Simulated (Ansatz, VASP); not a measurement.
## One calculation of CdSe, two programs

File INCAR:

```
SYSTEM = CdSe
PREC = Accurate
ENCUT = 500
EDIFF = 1E-6
ISMEAR = -1
SIGMA = 0.01
LREAL = .False.
LASPH = .True.
NELM = 200
ALGO = Normal
ISIF = 2
LWAVE = .False.
LCHARG = .True.
MAGMOM = 0 0 0 0 0 0 0 0 0 0 0 0
LORBIT = 11
LSORBIT = .True.
GGA_COMPAT = .False.
LORBMOM = .True.
GGA = PS
LVHAR = .True.
NBANDS = 50
```

The input KPOINTS:

```
Automatic mesh
0
Gamma
  6 6 4
  0 0 0
```

Contents of POSCAR:

```
CdSe
1.0
    4.2150796297      0.0000000000      0.0000000000
   -2.1075398149      3.6503660383      0.0000000000
    0.0000000000      0.0000000000      7.1500633929
Cd Se
2 2
Direct
    0.3333333333      0.6666666667      0.0089331129
    0.6666666667      0.3333333333      0.5089331129
    0.3333333333      0.6666666667      0.3760668871
    0.6666666667      0.3333333333      0.8760668871
```

Input for Ansatz:

```yaml
crystal:
  lattice:
    - [4.21507962973, 0.0, 0.0]
    - [-2.10753981487, 3.65036603832, 0.0]
    - [0.0, 0.0, 7.15006339293]
  atoms:
    - { symbol: Cd, position: [0.333333333333, 0.666666666667, 0.008933112877] }
    - { symbol: Cd, position: [0.666666666667, 0.333333333333, 0.508933112877] }
    - { symbol: Se, position: [0.333333333333, 0.666666666667, 0.376066887123] }
    - { symbol: Se, position: [0.666666666667, 0.333333333333, 0.876066887123] }
kpoints:
  mp_grid: { grid: [6, 6, 4] }
scf:
  occupations: { method: fermi_dirac, width: 0.01 }
  convergence: { dr2_threshold: 1.0e-10 }
hamiltonian:
  xc: pbesol
  pseudopotentials: { kind: all_electron, lapw: { basis_error: 0.0005 } }
magnetization:
  noncollinear: true
  spin_orbit: true
output:
  forces: true
  stress: true
  eigenstates:
    kpoints:
      - [0.0, 0.0, 0.0]
      - [0.0, 0.0, -0.5]
      - [-0.5, 0.0, 0.0]
      - [-0.5, 0.5, 0.0]
      - [0.0, -0.5, 0.0]
      - [-0.5, 0.0, -0.5]
      - [-0.5, 0.5, -0.5]
      - [0.0, -0.5, -0.5]
  eigenvalues: true
```

Change from the starting cell: film at in-plane strain -0.02.

Alike in both runs: task single point; functional PBEsol; k mesh 6 × 6 × 4; occupations fermi-dirac, width 0.01 eV; non-collinear spin, spin-orbit coupling.

```csv
,VASP,Ansatz
version,VASP 6.6.1,Ansatz 0.2.0
potentials or method,"VASP PAW PBE potentials, release 64 (Cd, Se), cutoff 500 eV",all-electron LAPW
```

VASP gave:

| Item | Value |
| --- | --- |
| pressure (GPa) | 1.5 |
| traceless stress, the component that is largest in VASP (GPa) | -1.17 |

Q: Which values does Ansatz return?

A: Pressure (GPa): 1.1; traceless stress, the component that is largest in VASP (GPa): -1.16.

VASP's potentials were made for PBE, not for PBEsol. Ansatz ran all-electron here, and VASP with PAW potentials.
